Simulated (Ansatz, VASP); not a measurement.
## Os in VASP and in Ansatz

```
Os
1.0
     0.00000   -1.91592   -1.91592
     1.91592    0.00000   -1.91592
     1.91592   -1.91592    0.00000
Os
1
Direct
  0.00000 0.00000 0.00000
```

Alike in both runs: functional r2SCAN; k mesh 18 × 18 × 18; occupations gaussian, width 0.1 eV; no spin polarisation.

Ansatz relaxed the structure, and its values are those at the end. VASP's run is a single point on that final structure, the one shown.

|  | VASP | Ansatz |
| --- | --- | --- |
| version | VASP 6.6.1 | Ansatz 0.2.0 |
| potentials or method | VASP PAW PBE potentials, release 64 (Os_sv_GW), cutoff 620 eV | scalar-relativistic, plane waves, PAW |
| valence electrons in the cell | 16 | 16 |

```tsv
	VASP	Ansatz	Ansatz less VASP
gap on the k mesh at the Fermi level (eV)	none	none	-
pressure (GPa)	-0.7	0.0	+0.74
```

VASP's potentials were made for PBE, not for r2SCAN. A gap of «none» marks a metal or a gap that the smearing closes. The functional is the same, so the differences come from potentials, cutoffs and numerics.

Neither program's run includes spin-orbit coupling.
